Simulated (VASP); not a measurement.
MoC3:

```xyz
4
Lattice="3.3198 0.0000 0.0000 0.0000 3.3198 0.0000 0.0000 0.0000 3.3198" Properties=species:S:1:pos:R:3 pbc="T T T"
Mo    0.0000    0.0000    0.0000
C     0.0000    1.6599    1.6599
C     1.6599    0.0000    1.6599
C     1.6599    1.6599    0.0000
```

| Property | Result |
| --- | --- |
| Program | VASP 6.6.1 |
| Task | relaxation of cell and atoms |
| Functional | PBE |
| Potentials or basis | VASP PAW PBE potentials, release 64 (Mo_sv, C) |
| Cutoff | 600 eV |
| k mesh | 6 × 6 × 6 |
| Occupations | gaussian, width 0.1 eV |
| Spin | no spin polarisation |

At the start: pressure -17.0 GPa; volume 9.15 Å³/atom.

Q: How do energy, volume and symmetry change on relaxing?

A: Over 3 steps the energy falls by 39.1 meV/atom and the volume is 8.47 Å³/atom (-7.4 %); space group Pm-3m (No. 221, to 0.05 Å).

The path:
```csv
step,energy change (eV),largest force (eV/Å),pressure (GPa),volume (Å³)
1,0.0000,0.0000,-17.02,36.59
2,-0.0298,0.0000,20.07,31.68
3,-0.1564,0.0000,-0.21,33.87
```

Final structure:
```
CELL_PARAMETERS angstrom
3.23535 0.00000 0.00000
0.00000 3.23535 0.00000
0.00000 0.00000 3.23535
ATOMIC_POSITIONS crystal
Mo 0.00000 0.00000 0.00000
C 0.00000 0.50000 0.50000
C 0.50000 0.00000 0.50000
C 0.50000 0.50000 0.00000
```
